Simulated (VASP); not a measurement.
A run of VASP 6.6.1:

The input INCAR:

```
PREC     = Accurate       # precision mode
ENCUT    = 520            # plane-wave cutoff, eV
EDIFF    = 1E-6           # SCF threshold, eV
ISMEAR   = 0              # smearing method
SIGMA    = 0.02           # smearing width, eV
LREAL    = False          # projectors in reciprocal space
LASPH    = True           # aspherical terms in the spheres
NELM     = 80             # most SCF steps
ALGO     = Normal         # electronic algorithm
ISIF     = 2              # what is computed and relaxed
LWAVE    = False          # write WAVECAR
LCHARG   = False          # write CHGCAR
GGA      = PE             # functional
NBANDS   = 26             # bands
```

Contents of KPOINTS:

```
regular mesh
0
Gamma
  12 12 6
```

File POSCAR:

```
GaN
1.0
    3.0252685687      0.0000000000      0.0000000000
   -1.5126342843      2.6199594337      0.0000000000
    0.0000000000      0.0000000000      5.4319224833
Ga N
2 2
Direct
    0.6666666667      0.3333333333      0.5042602525
    0.3333333333      0.6666666667      1.0042602525
    0.6666666667      0.3333333333      0.8707397475
    0.3333333333      0.6666666667      0.3707397475
```

Potentials or basis: VASP PAW PBE potentials, release 64 (Ga_d, N).

Run with:

```sh
$ cat potpaw_PBE.64/Ga_d/POTCAR potpaw_PBE.64/N/POTCAR > POTCAR
$ mpirun -np 1 vasp_std > vasp.out
```

Hardware: 1 thread of Intel(R) Xeon(R) Platinum 8124M CPU @ 3.00GHz (Skylake/Cascade Lake), with other jobs on the host.

Question: Estimate the wall time of this run.

Answer: Wall time 54 s on 1 thread of Intel(R) Xeon(R) Platinum 8124M CPU @ 3.00GHz (Skylake/Cascade Lake), with other jobs on the host, peak memory 0.21 GiB. Counts: scf iterations 14, k points 76.
